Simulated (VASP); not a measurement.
# Sn3GeSe (Pm-3m) in VASP: further runs

Runs on Sn3GeSe. Level: PBE. Tasks: single point.

Program: VASP 6.6.1. These are calculated values, not measurements. Logs are shortened: lines on timing, memory, paths and dates and some standing lists are left out, and cuts for length are marked.

## Step 1: The cell of the first run

It takes space group Pm-3m (No. 221, cubic). The conventional cell has a = 5.096 Å, b = 5.096 Å, c = 5.096 Å, α = 90.00°, β = 90.00°, γ = 90.00°. Within 3.4 Å of Sn (site symmetry 4/mmm) lie 2 Se at 2.55 Å. Ge (site symmetry m-3m) has 12 Sn at 3.60 Å and 8 Se at 4.41 Å within 4.7 Å. Se (site symmetry m-3m) has 6 Sn at 2.55 Å within 3.4 Å.

## Step 2: Single point, PBE

Contents of INCAR:

```
ALGO = Normal
EDIFF = 1E-6
ENCUT = 520
GGA = PE
ISIF = 2
ISMEAR = 0
LASPH = True
LCHARG = False
LREAL = False
LWAVE = False
NBANDS = 39
NELM = 80
PREC = Accurate
SIGMA = 0.1
```

Contents of KPOINTS:

```
k-points
0
Gamma
  4 4 4
```

Contents of POSCAR:

```
Sn3GeSe
1.0
    5.0962299100      0.0000000000      0.0000000000
    0.0000000000      5.0962299100      0.0000000000
    0.0000000000      0.0000000000      5.0962299100
Sn Ge Se
3 1 1
Direct
    0.5000000000      0.5000000000      0.0000000000
    0.0000000000      0.5000000000      0.5000000000
    0.5000000000      0.0000000000      0.5000000000
    0.0000000000      0.0000000000      0.0000000000
    0.5000000000      0.5000000000      0.5000000000
```

Potentials or basis: VASP PAW PBE potentials, release 64 (Sn_d, Ge_d, Se).

The run is started by

```bash
$ cat potpaw_PBE.64/Sn_d/POTCAR potpaw_PBE.64/Ge_d/POTCAR potpaw_PBE.64/Se/POTCAR > POTCAR
$ mpirun -np 1 vasp_std > vasp.out
```

OUTCAR:

```text
EDIFF = 1E-6
   ENCUT = 520
   GGA = PE
   ISIF = 2
   ISMEAR = 0
   LASPH = True
   LREAL = False
   NELM = 80
   PREC = Accurate

 ion  position               nearest neighbor table
   1  0.500  0.500  0.000-   5 2.55   5 2.55   2 3.60   2 3.60   3 3.60   3 3.60   3 3.60   3 3.60
                             2 3.60   2 3.60
   2  0.000  0.500  0.500-   5 2.55   5 2.55   1 3.60   1 3.60   3 3.60   1 3.60   3 3.60   3 3.60
                             1 3.60   3 3.60
   3  0.500  0.000  0.500-   5 2.55   5 2.55   1 3.60   1 3.60   1 3.60   2 3.60   2 3.60   1 3.60
                             2 3.60   2 3.60
   4  0.000  0.000  0.000-
   5  0.500  0.500  0.500-   1 2.55   2 2.55   3 2.55   1 2.55   3 2.55   2 2.55

  LATTYP: Found a simple cubic cell.
 ALAT       =     5.0962299100

  Lattice vectors:

 A1 = (   5.0962299100,   0.0000000000,   0.0000000000)
 A2 = (   0.0000000000,   5.0962299100,   0.0000000000)
 A3 = (   0.0000000000,   0.0000000000,   5.0962299100)

Analysis of symmetry for initial positions (statically):
=====================================================================
 Subroutine PRICEL returns:
 Original cell was already a primitive cell.

 Routine SETGRP: Setting up the symmetry group for a
 simple cubic supercell.

 Subroutine GETGRP returns: Found 48 space group operations
 (whereof 48 operations were pure point group operations)
 out of a pool of 48 trial point group operations.

The static configuration has the point symmetry O_h .

Analysis of symmetry for dynamics (positions and initial velocities):
=====================================================================
 Subroutine PRICEL returns:
 Original cell was already a primitive cell.

 Routine SETGRP: Setting up the symmetry group for a
 simple cubic supercell.

 Subroutine GETGRP returns: Found 48 space group operations
 (whereof 48 operations were pure point group operations)
 out of a pool of 48 trial point group operations.

The dynamic configuration has the point symmetry O_h .

 Subroutine INISYM returns: Found 48 space group operations
 (whereof 48 operations are pure point group operations),
 and found     1 'primitive' translations

----------------------------------------------------------------------------------------

                                     Primitive cell

[... 80 lines left out ...]
   NELM   =     80;   NELMIN=  2; NELMDL= -5     # of ELM steps
   EDIFF  = 0.1E-05   stopping-criterion for ELM
   LREAL  =      F    real-space projection
   EDIFFG = 0.1E-04   stopping-criterion for IOM
   NSW    =      0    number of steps for IOM
   IBRION =     -1    ionic relax: 0-MD 1-quasi-New 2-CG
   NFREE  =      0    steps in history (QN), initial steepest desc. (CG)
   ISIF   =      2    stress and relaxation
   ISYM   =      2    0-nonsym 1-usesym 2-fastsym
   POTIM  = 0.5000    time-step for ionic-motion
   TEBEG  =    0.0;   TEEND  =   0.0 temperature during run
   PSTRESS=    0.0 pullay stress
   NELECT =      62.0000    total number of electrons
   NUPDOWN=      -1.0000    fix difference up-down
   EMIN   =  10.00;   EMAX   =-10.00  energy-range for DOS
   EFERMI =   0.00;   METHOD = LEGACY
   ISMEAR =     0;   SIGMA  =   0.10  broadening in eV -4-tet -1-fermi 0-gaus
   EFERMI_NEDOS =   21; number of points for ismear=-14 and -15
   IALGO  =     38    algorithm
   IMIX   =      4    mixing-type and parameters
     AMIX     =   0.40;   BMIX     =  1.00
     AMIX_MAG =   1.60;   BMIX_MAG =  1.00
  volume/ion in A,a.u.               =      26.47       178.64
  Fermi-wavevector in a.u.,A,eV,Ry     =   1.271422  2.402639 21.994006  1.616514
  Thomas-Fermi vector in A             =   2.404356
   LORBIT       =      0    0 simple, 1 ext, 2 COOP (PROOUT), +10 PAW based schemes
   GGA     = PE    functional components
   LHFCALC =     F    Hartree Fock is set to
   AEXX    =    0.0000 exact exchange contribution
   IVDW    =     0    specifies the selected vdW correction
   LEPSILON=     F    determine dielectric tensor
   LRPA    =     F    only Hartree local field effects (RPA)
 non-spin polarized calculation
 Gauss-broadening in eV      SIGMA  =   0.10
  energy-cutoff  :      520.00
  volume of cell :      132.36
 maximum number of plane-waves:      3585
 NGX is ok and might be reduce to    40
   NGX = 19   NGY = 19   NGZ = 19

 number of electron      62.0000028 magnetization

 Free energy of the ion-electron system (eV)
  ---------------------------------------------------
  ext. energy  EPLUGINS =         0.00000000
  ---------------------------------------------------
  free energy    TOTEN  =       -15.65471489 eV

  energy without entropy =      -15.64390352  energy(sigma->0) =      -15.64930921

 E-fermi :   6.6866     XC(G=0):  -9.9764

 val. band max:        6.5576710361   @ k =   0.5000   0.0000   0.0000
 cond. band min:       6.6992852736   @ k =   0.5000   0.5000   0.0000
 fundamental gap:      0.1416142375
 Fermi energy:         6.6866083263

 k-point     1 :       0.0000    0.0000    0.0000
  band No.  band energies     occupation
      1     -17.9579      2.00000
      2     -17.9579      2.00000
      3     -17.9579      2.00000
      4     -17.9568      2.00000
      5     -17.9568      2.00000
      6     -15.6196      2.00000
[... 409 lines left out ...]
     38      11.1466      0.00000
     39      11.1466      0.00000

------------------------ aborting loop because EDIFF is reached ----------------------------------------

  FORCE on cell =-STRESS in cart. coord.  units (eV):
  Direction    XX          YY          ZZ          XY          YZ          ZX
  --------------------------------------------------------------------------------------
  -------------------------------------------------------------------------------------
  Total        9.3178056      9.3178056      9.3178056     -0.0000000     -0.0000000     -0.0000000
  in kB      112.7917128    112.7917128    112.7917128     -0.0000000     -0.0000000     -0.0000000
  external PRESSURE =     112.7917128 kB  Pullay stress =       0.0000000 kB

 VOLUME and BASIS-vectors are now :
 -----------------------------------------------------------------------------
  energy-cutoff  :      520.00
  volume of cell :      132.36
      direct lattice vectors                 reciprocal lattice vectors
     5.096229910  0.000000000  0.000000000     0.196223486  0.000000000  0.000000000
     0.000000000  5.096229910  0.000000000     0.000000000  0.196223486  0.000000000
     0.000000000  0.000000000  5.096229910     0.000000000  0.000000000  0.196223486

 POSITION                                       TOTAL-FORCE (eV/Angst)
 -----------------------------------------------------------------------------------
      2.54811      2.54811      0.00000         0.000000      0.000000      0.000000
      0.00000      2.54811      2.54811         0.000000      0.000000      0.000000
      2.54811      0.00000      2.54811         0.000000      0.000000      0.000000
      0.00000      0.00000      0.00000         0.000000      0.000000      0.000000
      2.54811      2.54811      2.54811         0.000000      0.000000      0.000000
 -----------------------------------------------------------------------------------
    total drift:                               -0.000000     -0.000000     -0.000000

  FREE ENERGIE OF THE ION-ELECTRON SYSTEM (eV)
  ---------------------------------------------------
  free  energy   TOTEN  =       -15.6547148932 eV

  energy  without entropy=      -15.6439035232  energy(sigma->0) =      -15.64930921
```

OSZICAR:

```text
N       E                     dE             d eps       ncg     rms          rms(c)
DAV:   1     0.635575069253E+03    0.63558E+03   -0.30831E+04   883   0.282E+03
DAV:   2     0.967032101633E+02   -0.53887E+03   -0.52323E+03   780   0.740E+02
DAV:   3    -0.867505065342E+01   -0.10538E+03   -0.10263E+03   878   0.224E+02
DAV:   4    -0.156869295079E+02   -0.70119E+01   -0.69024E+01   886   0.639E+01
DAV:   5    -0.158823962728E+02   -0.19547E+00   -0.19542E+00   899   0.110E+01    0.762E+00
DAV:   6    -0.156742700757E+02    0.20813E+00   -0.40173E-01  1036   0.451E+00    0.452E+00
DAV:   7    -0.156590003555E+02    0.15270E-01   -0.22230E-01  1023   0.246E+00    0.114E+00
DAV:   8    -0.156548763176E+02    0.41240E-02   -0.19231E-02   962   0.110E+00    0.436E-01
DAV:   9    -0.156547313974E+02    0.14492E-03   -0.43496E-03  1017   0.367E-01    0.821E-02
DAV:  10    -0.156547218283E+02    0.95691E-05   -0.80755E-04   957   0.224E-01    0.357E-02
DAV:  11    -0.156547142624E+02    0.75658E-05   -0.12021E-04   933   0.939E-02    0.782E-03
DAV:  12    -0.156547151031E+02   -0.84062E-06   -0.18647E-05   954   0.295E-02    0.544E-03
DAV:  13    -0.156547148932E+02    0.20986E-06   -0.20771E-06   675   0.862E-03
   1 F= -.15654715E+02 E0= -.15649309E+02  d E =-.108114E-01
```

stdout:

```text
POSCAR found type information on POSCAR SnGeSe
 POSCAR found :  3 types and       5 ions
 scaLAPACK will be used
 LDA part: xc-table for (Slater+PW92), standard interpolation
 POSCAR, INCAR and KPOINTS ok, starting setup
 FFT: planning ... GRIDC
 FFT: planning ... GRID_SOFT
 FFT: planning ... GRID
 WAVECAR not read
 entering main loop
```

Run time: 89 s. Hardware: 1 thread of Oxide Virtual Turin-like, shared host; peak memory 0.22 GiB.

Results:

| Item | Value |
| --- | --- |
| Free energy | -15.6547 eV |
| Pressure | 11.3 GPa |
| Band gap on the k mesh | zero (band 31 reaches 6.71 eV, above the bottom of band 32 at 6.70 eV) |

Caveat: spin-orbit coupling is left out, which moves the levels of the heavy elements.

## Step 3: Single point, PBE

This run uses another cell than the first one, of 33.98 Å³/atom, 1.284 times its volume.

Contents of INCAR:

```
PREC = Accurate
ENCUT = 520
EDIFF = 1E-6
ISMEAR = 0
SIGMA = 0.1
LREAL = False
LASPH = True
NELM = 100
ALGO = Normal
ISIF = 2
LWAVE = False
LCHARG = True
GGA = PE
LELF = True
LVHAR = True
NBANDS = 39
```

Contents of KPOINTS:

```
Automatic mesh
0
Gamma
  4 4 4
```

Edit POSCAR of step 2 so:

```diff
@@ -2,5 +2,5 @@
 1.0
-    5.0962299100      0.0000000000      0.0000000000
-    0.0000000000      5.0962299100      0.0000000000
-    0.0000000000      0.0000000000      5.0962299100
+    5.5386233646      0.0000000000      0.0000000000
+    0.0000000000      5.5386233646      0.0000000000
+    0.0000000000      0.0000000000      5.5386233646
 Sn Ge Se
```

Potentials or basis: VASP PAW PBE potentials, release 64 (Sn_d, Ge_d, Se).

The run is started by

```bash
$ cat potpaw_PBE.64/Sn_d/POTCAR potpaw_PBE.64/Ge_d/POTCAR potpaw_PBE.64/Se/POTCAR > POTCAR
$ mpirun -np 1 vasp_std > vasp.out
```

Wall time 1.9 min (1 thread of Oxide Virtual Turin-like, shared host); peak memory 0.24 GiB.

It converged, with:

```yaml
Free_energy: -16.7435 eV
Pressure: 0.0 GPa
Band_gap_on_the_k_mesh: zero (band 31 reaches 4.49 eV, above the bottom of band 32 at 4.08 eV)
```

Levels at points of the mesh, in eV from the Fermi level:
| k point | band 28 | band 29 | band 30 | band 31 | band 32 | band 33 | band 34 | band 35 |
| --- | --- | --- | --- | --- | --- | --- | --- | --- |
| (0.00, 0.00, 0.00) | -5.12 | -0.49 | -0.49 | -0.49 | 1.50 | 1.50 | 1.50 | 3.45 |
| (0.50, 0.00, 0.00) | -0.85 | -0.85 | -0.47 | 0.42 | 0.74 | 1.15 | 1.21 | 1.21 |
| (0.50, 0.50, 0.00) | -0.94 | -0.94 | -0.27 | -0.27 | 0.13 | 0.13 | 0.36 | 1.45 |
| (0.50, 0.50, 0.50) | -2.62 | -0.28 | -0.28 | -0.28 | 1.35 | 1.83 | 1.83 | 2.75 |

Caveat: spin-orbit coupling is left out, which moves the levels of the heavy elements.
